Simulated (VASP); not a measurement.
Crystal: SnO2.

```
Sn O
1.0
     1.61709    0.93363    4.80059
    -1.61709    0.93363    4.80059
     0.00000   -1.86726    4.80059
Sn O
1 2
Cartesian
  0.0000 0.0000 7.2009
  0.0000 0.0000 3.4157
  0.0000 0.0000 10.9861
```

Base run:

| Item | Value |
| --- | --- |
| Program | VASP 6.6.1 |
| Functional | BLYP |
| Potentials or basis | VASP PAW PBE potentials, release 64 (Sn_d, O) |
| Cutoff | 520 eV |
| k mesh | 6 × 6 × 6 |
| Occupations | gaussian, width 0.01 eV |
| Spin | no spin polarisation |

Its results: band gap on the k mesh 1.91 eV, indirect (least direct gap 2.02 eV); pressure 4.4 GPa; largest force 0.093 eV/Å.

Q: The run is repeated on the same cell with these changes: functional from BLYP to PBEsol. What comes out?

A: Band gap on the k mesh 1.85 eV, indirect (least direct gap 1.97 eV); pressure -4.6 GPa; largest force 0.347 eV/Å.

PBEsol binds more tightly than BLYP, so the same cell stands under less pressure.

Caveats: the PAW data sets were made with another functional, which shifts forces and pressure a little; spin-orbit coupling is left out, which moves the levels of the heavy elements.

A k mesh can miss the band edges.
